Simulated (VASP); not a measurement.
# Ti in VASP: settings compared

Ti is run at these levels: PBEsol, PBE; tasks: single point.

Everything below comes from runs of VASP 6.6.1. Logs are shortened: lines on timing, memory, paths and dates and some standing lists are left out, and cuts for length are marked.

## (1) The cell of the first run

Symmetry: Fmmm, No. 69, orthorhombic system. The conventional cell has a = 3.282 Å, b = 4.618 Å, c = 4.665 Å, α = 90.00°, β = 90.00°, γ = 90.00°. Within 3.7 Å of Ti (site symmetry mmm) lie 14 Ti at 2.83 to 3.28 Å.

## (2) Single point, PBEsol

INCAR reads:

```
  PREC = Accurate
  ENCUT = 520
  EDIFF = 1E-6
  ISMEAR = -1
  SIGMA = 0.05
  LREAL = F
  LASPH = T
  NELM = 80
  ALGO = Fast
  ISIF = 2
  LWAVE = F
  LCHARG = F
  GGA = PS
  NBANDS = 12
```

KPOINTS reads:

```
Automatic mesh
0
Gamma
  10 10 10
```

POSCAR reads:

```
Ti
1.0
   -1.6327950000      1.6327950000      1.6410000000
    1.6327950000     -1.6327950000      1.6410000000
    1.6492050000      1.6492050000     -1.6410000000
Ti
1
Direct
    0.0000000000      0.0000000000      0.0000000000
```

Potentials or basis: VASP PAW PBE potentials, release 64 (Ti_sv).

Run with:

```bash
cat potpaw_PBE.64/Ti_sv/POTCAR > POTCAR
mpirun -np 1 vasp_std > vasp.out
```

OUTCAR:

```text
PREC = Accurate
   ENCUT = 520
   EDIFF = 1E-6
   ISMEAR = -1
   LREAL = F
   LASPH = T
   NELM = 80
   ISIF = 2
   GGA = PS

 ion  position               nearest neighbor table
   1  0.000  0.000  0.000-

  LATTYP: Found a face centered orthorhombic cell.
 ALAT       =     3.2820000000
 B/A-ratio  =     1.4071424946
 C/A-ratio  =     1.4212846302

  Lattice vectors:

 A1 = (   3.2820000000,   0.0164100000,   0.0000000000)
 A2 = (   1.6492050000,   1.6492050000,   1.6410000000)
 A3 = (   1.6327950000,  -1.6327950000,   1.6410000000)

Analysis of symmetry for initial positions (statically):
=====================================================================
 Subroutine PRICEL returns:
 Original cell was already a primitive cell.

 Routine SETGRP: Setting up the symmetry group for a
 face centered orthorhombic supercell.

 Subroutine GETGRP returns: Found  8 space group operations
 (whereof  8 operations were pure point group operations)
 out of a pool of  8 trial point group operations.

The static configuration has the point symmetry D_2h.

Analysis of symmetry for dynamics (positions and initial velocities):
=====================================================================
 Subroutine PRICEL returns:
 Original cell was already a primitive cell.

 Routine SETGRP: Setting up the symmetry group for a
 face centered orthorhombic supercell.

 Subroutine GETGRP returns: Found  8 space group operations
 (whereof  8 operations were pure point group operations)
 out of a pool of  8 trial point group operations.

The dynamic configuration has the point symmetry D_2h.

 Subroutine INISYM returns: Found  8 space group operations
 (whereof  8 operations are pure point group operations),
 and found     1 'primitive' translations

----------------------------------------------------------------------------------------

                                     Primitive cell

  volume of cell :      17.6756

  direct lattice vectors                    reciprocal lattice vectors
    -1.632795000  1.632795000  1.641000000    -0.001523499  0.304699878  0.304692261
     1.632795000 -1.632795000  1.641000000     0.304699878 -0.001523499  0.304692261
     1.649205000  1.649205000 -1.641000000     0.303176379  0.303176379  0.000000000

  length of vectors
     2.832828979  2.832828979  2.851777562     0.430908007  0.430908007  0.428756147

  position of ions in fractional coordinates (direct lattice)
     0.000000000  0.000000000  0.000000000

  ion indices of the primitive-cell ions
   primitive index   ion index
                 1           1

----------------------------------------------------------------------------------------

 KPOINTS: Automatic mesh

Automatic generation of k-mesh.
 Grid dimensions read from file:
 generate k-points for:   10   10   10

 Generating k-lattice:

  Cartesian coordinates                     Fractional coordinates (reciprocal lattice)
    -0.000152350  0.030469988  0.030469226     0.100000000  0.000000000  0.000000000
     0.030469988 -0.000152350  0.030469226     0.000000000  0.100000000  0.000000000
     0.030317638  0.030317638  0.000000000     0.000000000  0.000000000  0.100000000

  Length of vectors
     0.043090801  0.043090801  0.042875615

  Shift w.r.t. Gamma in fractional coordinates (k-lattice)
     0.000000000  0.000000000  0.000000000

 Subroutine IBZKPT returns following result:
 ===========================================

 Found    171 irreducible k-points:

 Following reciprocal coordinates:
            Coordinates               Weight
  0.000000  0.000000  0.000000      1.000000
  0.100000  0.000000 -0.000000      8.000000
  0.200000  0.000000 -0.000000      8.000000
  0.300000  0.000000 -0.000000      8.000000
  0.400000  0.000000  0.000000      8.000000
  0.500000  0.000000  0.000000      4.000000
[... 16 lines left out ...]
  0.300000  0.300000  0.000000      4.000000
  0.400000  0.300000 -0.000000      8.000000
 [... further k-points ...]
   k-points           NKPTS =    171   k-points in BZ     NKDIM =    171   number of bands    NBANDS=     12
   number of dos      NEDOS =    301   number of ions     NIONS =      1
   total plane-waves  NPLWV =  13824
   dimension x,y,z NGX =    24 NGY =   24 NGZ =   24
   dimension x,y,z NGXF=    48 NGYF=   48 NGZF=   48
   ions per type =               1
   NGX,Y,Z   is equivalent  to a cutoff of  14.08, 14.08, 13.99 a.u.
   NGXF,Y,Z  is equivalent  to a cutoff of  28.17, 28.17, 27.98 a.u.
 SYSTEM =  unknown system
   PREC   = accura    normal or accurate (medium, high low for compatibility)
   ISTART =      0    job   : 0-new  1-cont  2-samecut
   ICHARG =      2    charge: 1-file 2-atom 10-const
   ISPIN  =      1    spin polarized calculation?
   LNONCOLLINEAR =      F non collinear calculations
   LSORBIT =      F    spin-orbit coupling
   LASPH  =      T    aspherical Exc in radial PAW
   ENCUT  =  520.0 eV  38.22 Ry    6.18 a.u.   5.27  5.27  5.30*2*pi/ulx,y,z
   NELM   =     80;   NELMIN=  2; NELMDL= -5     # of ELM steps
   EDIFF  = 0.1E-05   stopping-criterion for ELM
   LREAL  =      F    real-space projection
   EDIFFG = 0.1E-04   stopping-criterion for IOM
   NSW    =      0    number of steps for IOM
   IBRION =     -1    ionic relax: 0-MD 1-quasi-New 2-CG
   NFREE  =      0    steps in history (QN), initial steepest desc. (CG)
   ISIF   =      2    stress and relaxation
   ISYM   =      2    0-nonsym 1-usesym 2-fastsym
   POTIM  = 0.5000    time-step for ionic-motion
   TEBEG  =    0.0;   TEEND  =   0.0 temperature during run
   PSTRESS=    0.0 pullay stress
   NELECT =      12.0000    total number of electrons
   NUPDOWN=      -1.0000    fix difference up-down
   EMIN   =  10.00;   EMAX   =-10.00  energy-range for DOS
   EFERMI =   0.00;   METHOD = LEGACY
   ISMEAR =    -1;   SIGMA  =   0.05  broadening in eV -4-tet -1-fermi 0-gaus
   EFERMI_NEDOS =   21; number of points for ismear=-14 and -15
   IALGO  =     68    algorithm
   IMIX   =      4    mixing-type and parameters
     AMIX     =   0.40;   BMIX     =  1.00
     AMIX_MAG =   1.60;   BMIX_MAG =  1.00
  volume/ion in A,a.u.               =      17.68       119.28
  Fermi-wavevector in a.u.,A,eV,Ry     =   1.438833  2.718999 28.167317  2.070239
  Thomas-Fermi vector in A             =   2.557756
   LORBIT       =      0    0 simple, 1 ext, 2 COOP (PROOUT), +10 PAW based schemes
   GGA     = PS    functional components
   LHFCALC =     F    Hartree Fock is set to
   AEXX    =    0.0000 exact exchange contribution
   IVDW    =     0    specifies the selected vdW correction
   LEPSILON=     F    determine dielectric tensor
   LRPA    =     F    only Hartree local field effects (RPA)
 non-spin polarized calculation
 RMM-DIIS sequential band-by-band and
  energy-cutoff  :      520.00
  volume of cell :       17.68
 maximum number of plane-waves:       490
 NGX is ok and might be reduce to    24
   NGX = 11   NGY = 11   NGZ = 11

 number of electron      12.0000001 magnetization

 Free energy of the ion-electron system (eV)
  ---------------------------------------------------
  ext. energy  EPLUGINS =         0.00000000
  ---------------------------------------------------
  free energy    TOTEN  =        -8.21919383 eV

  energy without entropy =       -8.20119554  energy(sigma->0) =       -8.21019469

 E-fermi :   7.7727     XC(G=0): -11.5488

 val. band max:        7.7724190356   @ k =   0.3000   0.2000   0.0000
 cond. band min:       7.7741536067   @ k =   0.5000   0.0000   0.2000
 fundamental gap:      0.0017345710
 Fermi energy:         7.7726506124

 k-point     1 :       0.0000    0.0000    0.0000
  band No.  band energies     occupation
      1     -48.5594      2.00000
      2     -24.5363      2.00000
      3     -24.5294      2.00000
      4     -24.5225      2.00000
      5       1.8628      2.00000
      6       8.6931      0.00000
      7       8.7405      0.00000
      8       8.7910      0.00000
      9      10.4762      0.00000
     10      10.4776      0.00000
     11      24.9745      0.00000
     12      25.0748      0.00000

 k-point     2 :       0.1000    0.0000   -0.0000
  band No.  band energies     occupation
      1     -48.5476      2.00000
      2     -24.5937      2.00000
      3     -24.5501      2.00000
      4     -24.5286      2.00000
      5       2.1966      2.00000
      6       8.5845      0.00000
      7       8.6960      0.00000
      8       8.9869      0.00000
      9      10.3192      0.00000
     10      10.4871      0.00000
     11      24.5045      0.00000
     12      24.9727      0.00000

 k-point     3 :       0.2000    0.0000   -0.0000
  band No.  band energies     occupation
      1     -48.5166      2.00000
      2     -24.7581      2.00000
      3     -24.6011      2.00000
      4     -24.5303      2.00000
      5       3.1190      2.00000
      6       8.2256      0.00023
      7       8.4219      0.00000
      8       9.6636      0.00000
      9      10.1612      0.00000
     10      10.5324      0.00000
     11      22.6706      0.00000
     12      24.1258      0.00000
[... 286 lines left out ...]
 k-point    23 :       0.3000    0.3000    0.0000
  band No.  band energies     occupation
      1     -48.4203      2.00000
      2     -25.0234      2.00000
      3     -24.9045      2.00000
      4     -24.6133      2.00000
      5       6.6525      2.00000
      6       7.1815      1.99999
      7       7.5063      1.99033
      8      10.5056      0.00000
      9      10.8160      0.00000
     10      14.3492      0.00000
     11      16.7356      0.00000
     12      17.1139      0.00000

 k-point    24 :       0.4000    0.3000   -0.0000
  band No.  band energies     occupation
      1     -48.4193      2.00000
      2     -25.0331      2.00000
      3     -24.9000      2.00000
      4     -24.6127      2.00000
      5       6.6680      2.00000
      6       7.1430      1.99999
      7       7.5385      1.98167
      8      10.5163      0.00000
      9      10.8018      0.00000
     10      14.4027      0.00000
     11      16.7016      0.00000
     12      17.0978      0.00000

 [... further k-points ...]
[... 5 lines left out ...]
  --------------------------------------------------------------------------------------
  -------------------------------------------------------------------------------------
  Total       -0.7625605     -0.7625605     -0.7628649     -0.0398490      0.0000000      0.0000000
  in kB      -69.1210031    -69.1210031    -69.1485936     -3.6120462      0.0000000      0.0000000
  external PRESSURE =     -69.1301999 kB  Pullay stress =       0.0000000 kB

 VOLUME and BASIS-vectors are now :
 -----------------------------------------------------------------------------
  energy-cutoff  :      520.00
  volume of cell :       17.68
      direct lattice vectors                 reciprocal lattice vectors
    -1.632795000  1.632795000  1.641000000    -0.001523499  0.304699878  0.304692261
     1.632795000 -1.632795000  1.641000000     0.304699878 -0.001523499  0.304692261
     1.649205000  1.649205000 -1.641000000     0.303176379  0.303176379  0.000000000

 POSITION                                       TOTAL-FORCE (eV/Angst)
 -----------------------------------------------------------------------------------
      0.00000      0.00000      0.00000        -0.000000      0.000000      0.000000
 -----------------------------------------------------------------------------------
    total drift:                               -0.000000      0.000000      0.000000

  FREE ENERGIE OF THE ION-ELECTRON SYSTEM (eV)
  ---------------------------------------------------
  free  energy   TOTEN  =        -8.2191938285 eV

  energy  without entropy=       -8.2011955415  energy(sigma->0) =       -8.21019469
```

Run time: 96 s. Hardware: 1 thread of AMD EPYC 7R13, shared host; peak memory 0.13 GiB.

What came out:

```
Free energy            : -8.2192 eV
Pressure               : -6.9 GPa
Band gap on the k mesh : zero (band 6 reaches 8.69 eV, above the bottom of band 7 at 7.13 eV)
```

Levels at points of the mesh, in eV from the Fermi level:
| k point | band 3 | band 4 | band 5 | band 6 | band 7 | band 8 | band 9 | band 10 |
| --- | --- | --- | --- | --- | --- | --- | --- | --- |
| (0.00, 0.00, 0.00) | -32.30 | -32.30 | -5.91 | 0.92 | 0.97 | 1.02 | 2.70 | 2.70 |
| (0.50, 0.00, 0.00) | -32.51 | -32.31 | -2.41 | -0.38 | 1.10 | 2.68 | 3.03 | 4.19 |
| (0.50, 0.50, 0.00) | -32.51 | -32.31 | -2.41 | -0.37 | 1.17 | 2.66 | 3.00 | 4.22 |
| (0.00, 0.00, 0.50) | -32.50 | -32.30 | -2.42 | -0.40 | 1.03 | 2.71 | 3.06 | 4.17 |
| (0.50, 0.50, 0.50) | -32.75 | -32.74 | -2.04 | -2.04 | 3.81 | 3.85 | 3.89 | 8.20 |

Caveat: the PAW data sets were made with another functional, which shifts forces and pressure a little.

## (3) Single point, PBE

INCAR reads:

```
SYSTEM = Ti
ALGO     = Fast           ! electronic algorithm
EDIFF    = 1E-7           ! SCF threshold, eV
ENCUT    = 520            ! plane-wave cutoff, eV
GGA      = PE             ! functional
ISIF     = 2              ! what is computed and relaxed
ISMEAR   = -1             ! smearing method
LASPH    = .True.         ! aspherical terms in the spheres
LCHARG   = .False.        ! write CHGCAR
LREAL    = .False.        ! projectors in reciprocal space
LWAVE    = .False.        ! write WAVECAR
NBANDS   = 12             ! bands
NELM     = 80             ! most SCF steps
PREC     = Accurate       ! precision mode
SIGMA    = 0.06           ! smearing width, eV
```

KPOINTS reads:

```
k-points
0
Gamma
  7 7 7
  0 0 0
```

POSCAR reads:

```
Ti
1.0
   -1.6410000000      1.6410000000      1.6410000000
    1.6410000000     -1.6410000000      1.6410000000
    1.6410000000      1.6410000000     -1.6410000000
Ti
1
Direct
    0.0000000000      0.0000000000      0.0000000000
```

Potentials or basis: VASP PAW PBE potentials, release 64 (Ti_sv).

Run with:

```bash
cat potpaw_PBE.64/Ti_sv/POTCAR > POTCAR
mpirun -np 1 vasp_std > vasp.out
```

It took 11 s on 1 thread of Intel Xeon Platinum 8559C (Emerald Rapids), shared host; peak memory 0.13 GiB.

Results (log left out):

* Free energy: -7.7319 eV
* Pressure: -1.8 GPa
* Band gap on the k mesh: zero (band 6 reaches 8.84 eV, above the bottom of band 7 at 7.39 eV)

Levels at points of the mesh, in eV from the Fermi level:
```tsv
k point	band 4	band 5	band 6	band 7	band 8	band 9
(0.00, 0.00, 0.00)	-32.49	-5.91	0.95	0.95	0.95	2.66
```

Caveat: the k points lie up to 0.39 Å⁻¹ apart.

## (4) Single point, PBE

This run uses another cell than the first one, of 17.24 Å³/atom, 0.975 times its volume.

INCAR reads:

```
SYSTEM = Ti
PREC     = Accurate       ! precision mode
ENCUT    = 520            ! plane-wave cutoff, eV
EDIFF    = 1E-6           ! SCF threshold, eV
ISMEAR   = -1             ! smearing method
SIGMA    = 0.05           ! smearing width, eV
LREAL    = .False.        ! projectors in reciprocal space
LASPH    = .True.         ! aspherical terms in the spheres
NELM     = 100            ! most SCF steps
ALGO     = Normal         ! electronic algorithm
ISIF     = 2              ! what is computed and relaxed
LWAVE    = .False.        ! write WAVECAR
LCHARG   = .False.        ! write CHGCAR
GGA      = PE             ! functional
NBANDS   = 12             ! bands
```

KPOINTS reads:

```
regular mesh
0
Gamma
  11 11 11
  0 0 0
```

POSCAR reads:

```
Ti
1.0
   -1.6274328311      1.6274328311      1.6274328311
    1.6274328311     -1.6274328311      1.6274328311
    1.6274328311      1.6274328311     -1.6274328311
Ti
1
Direct
    0.0000000000      0.0000000000      0.0000000000
```

Run with:

```bash
cat potpaw_PBE.64/Ti_sv/POTCAR > POTCAR
mpirun -np 1 vasp_std > vasp.out
```

Run time: 7.6 s. Hardware: 1 thread of Intel Xeon Platinum 8559C (Emerald Rapids), shared host; peak memory 0.14 GiB.

It converged, with:

```
Free energy            : -7.7334 eV
Pressure               : -0.2 GPa
Band gap on the k mesh : zero (band 6 reaches 9.17 eV, above the bottom of band 7 at 7.56 eV)
```

Levels at points of the mesh, in eV from the Fermi level:
```tsv
k point	band 3	band 4	band 5	band 6	band 7	band 8	band 9	band 10
(0.00, 0.00, 0.00)	-32.35	-32.35	-5.97	1.01	1.01	1.01	2.78	2.78
```

## (5) Summary

```csv
level,cell,k mesh,smearing,gap on the mesh (eV),pressure (GPa)
PBEsol,"a = 2.833, b = 2.833, c = 2.852 Å, angles 109.5, 109.5, 109.2°, 1 atom",10 × 10 × 10,fermi-dirac 0.05 eV,none,-6.9
PBE,"a = 2.842 Å, angles 109.5°, 1 atom",7 × 7 × 7,fermi-dirac 0.06 eV,none,-1.8
PBE,"a = 2.819 Å, angles 109.5°, 1 atom",11 × 11 × 11,fermi-dirac 0.05 eV,none,-0.2
```

Alike in all rows: task single point; potentials or basis VASP PAW PBE potentials, release 64 (Ti_sv); no spin polarisation; cutoff (eV) 520.

Caveats: some runs use coarse meshes; the PAW data sets were made with another functional, which shifts forces and pressure a little (some runs).

Total energies depend on the potentials used, so only differences within one code and one set of settings carry meaning.
